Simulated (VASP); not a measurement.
Runs of VASP 6.6.1 on H. The structure is that of space group Cmce (No. 64), or close to it. The cells are those of the table. 

```csv
cell,gap on the mesh (eV),pressure (GPa),largest force (eV/Å)
"a = 3.725, b = 3.725, c = 4.266 Å, angles 90.0, 90.0, 88.8°, 4 atoms",9.06,-0.2,0.04
"a = 3.780, b = 3.780, c = 4.204 Å, angles 90.0, 90.0, 88.8°, 4 atoms",9.10,-0.1,0.02
"a = 3.670, b = 3.670, c = 4.266 Å, angles 90.0, 90.0, 88.8°, 4 atoms",9.06,0.0,0.11
"a = 3.725, b = 3.725, c = 4.080 Å, angles 90.0, 90.0, 88.8°, 4 atoms",9.18,(b),0.64
"a = 3.780, b = 3.780, c = 4.266 Å, angles 90.0, 90.0, 88.8°, 4 atoms",9.06,(a),0.19
```

Alike in all rows: task single point; level PBEsol; potentials or basis VASP PAW PBE potentials, release 64 (H); no spin polarisation; k mesh 6 × 6 × 6; cutoff (eV) 520; smearing gaussian 0.05 eV.

Q: Estimate the missing entries.

A: (a) -0.4; (b) 0.7.

Caveats: this functional lacks dispersion, which holds the molecules together, so the pressure and a relaxed volume are unreliable; the PAW data sets were made with another functional, which shifts forces and pressure a little.

A k mesh can miss the band edges.
